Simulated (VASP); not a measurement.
Here is a VASP 6.6.1 calculation.

File INCAR:

```
PREC = Accurate
ENCUT = 520
EDIFF = 1E-7
ISMEAR = -1
SIGMA = 0.03
LREAL = F
LASPH = T
NELM = 80
ALGO = Normal
ISIF = 2
LWAVE = F
LCHARG = T
GGA = PS
LELF = T
LVHAR = T
NBANDS = 25
```

KPOINTS

```
Automatic mesh
0
Gamma
  4 4 4
```

File POSCAR:

```
TePtSe3
1.0
    4.8782289415      0.0000000000      0.0000000000
    0.0000000000      4.8782289415      0.0000000000
    0.0000000000      0.0000000000      4.8782289415
Te Pt Se
1 1 3
Direct
    0.0000000000      0.0000000000      0.0000000000
    0.5000000000      0.5000000000      0.5000000000
    0.0000000000      0.5000000000      0.5000000000
    0.5000000000      0.0000000000      0.5000000000
    0.5000000000      0.5000000000      0.0000000000
```

Potentials or basis: VASP PAW PBE potentials, release 64 (Te, Pt, Se).

The run is started by

```bash
$ cat potpaw_PBE.64/Te/POTCAR potpaw_PBE.64/Pt/POTCAR potpaw_PBE.64/Se/POTCAR > POTCAR
$ mpirun -np 1 vasp_std > vasp.out
```

Task: Estimate the pressure.

Result: 0.1 GPa.

Task: What does it give for the band gap on the k mesh?

Result: Zero (band 17 reaches 7.39 eV, above the bottom of band 18 at 4.17 eV).

Caveat: the PAW data sets were made with another functional, which shifts forces and pressure a little; spin-orbit coupling is left out, which moves the levels of the heavy elements.
